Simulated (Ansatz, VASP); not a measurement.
# Cd4Te5 in VASP and in Ansatz

File INCAR:

```
SYSTEM = Cd4Te5
PREC = Accurate
ENCUT = 520
EDIFF = 1E-6
ISMEAR = 0
SIGMA = 0.05
LREAL = .FALSE.
LASPH = .TRUE.
NELM = 100
ALGO = Normal
ISIF = 2
LWAVE = .FALSE.
LCHARG = .FALSE.
LDIPOL = .TRUE.
IDIPOL = 3
DIPOL = 0.5 0.5 0.500
GGA = PS
NBANDS = 49
```

The input KPOINTS:

```
regular mesh
0
G
  6 6 1
  0 0 0
```

POSCAR

```
Cd4Te5
1.0
    4.5886584790      0.0000000000      0.0000000000
    0.0000000000      4.5886584790      0.0000000000
    0.0000000000      0.0000000000     27.9786861081
Te Cd
5 4
Direct
    0.0000000000      0.5000000000      0.2680611938
    0.5000000000      0.0000000000      0.3840305969
    0.0000000000      0.5000000000      0.5000000000
    0.5000000000      0.0000000000      0.6159694031
    0.0000000000      0.5000000000      0.7319388062
    0.5000000000      0.5000000000      0.3260458954
    0.0000000000      0.0000000000      0.4420152985
    0.5000000000      0.5000000000      0.5579847015
    0.0000000000      0.0000000000      0.6739541046
```

Input for Ansatz:

```yaml
crystal:
  lattice:
    - [4.588658479, 0.0, 0.0]
    - [0.0, 4.588658479, 0.0]
    - [0.0, 0.0, 27.9786861081]
  atoms:
    - { symbol: Te, position: [0.0, 0.5, 0.2680611938] }
    - { symbol: Cd, position: [0.5, 0.5, 0.3260458954] }
    - { symbol: Te, position: [0.5, 0.0, 0.3840305969] }
    - { symbol: Cd, position: [0.0, 0.0, 0.4420152985] }
    - { symbol: Te, position: [0.0, 0.5, 0.5] }
    - { symbol: Cd, position: [0.5, 0.5, 0.5579847015] }
    - { symbol: Te, position: [0.5, 0.0, 0.6159694031] }
    - { symbol: Cd, position: [0.0, 0.0, 0.6739541046] }
    - { symbol: Te, position: [0.0, 0.5, 0.7319388062] }
basis:
  ecutwfc: 420
kpoints:
  mp_grid: { grid: [6, 6, 1] }
hamiltonian:
  xc: pbesol
scf:
  occupations: { method: gaussian, width: 0.05 }
output:
  forces: true
  stress: true
  eigenvalues: true
  write_density: true
  write_potential: true
  elf: true
  volumetric_format: npy
efield:
  axis: 3
  dipole_correction: true
  ramp_width: 0.04
```

Alike in both runs: task single point; functional PBEsol; k mesh 6 × 6 × 1; occupations gaussian, width 0.05 eV; no spin polarisation.

|  | VASP | Ansatz |
| --- | --- | --- |
| version | VASP 6.6.1 | Ansatz 0.2.0 |
| potentials or method | VASP PAW PBE potentials, release 64 (Te, Cd), cutoff 520 eV | scalar-relativistic, plane waves, PAW |
| valence electrons in the cell | 78 | 160 |

|  | VASP | Ansatz | Ansatz less VASP |
| --- | --- | --- | --- |
| gap on the k mesh at the Fermi level (eV) | none | none | - |
| rms of the force components (eV/Å) | 0.117 | 0.119 | +0.0024 |

VASP's potentials were made for PBE, not for PBEsol. A gap of «none» marks a metal or a gap that the smearing closes. VASP's potentials hold 78 valence electrons a cell and Ansatz's 160, so a difference there can come from the potentials and not from the codes. Ansatz's warnings: xc potential rough in thin density.

Spin-orbit coupling is off throughout.
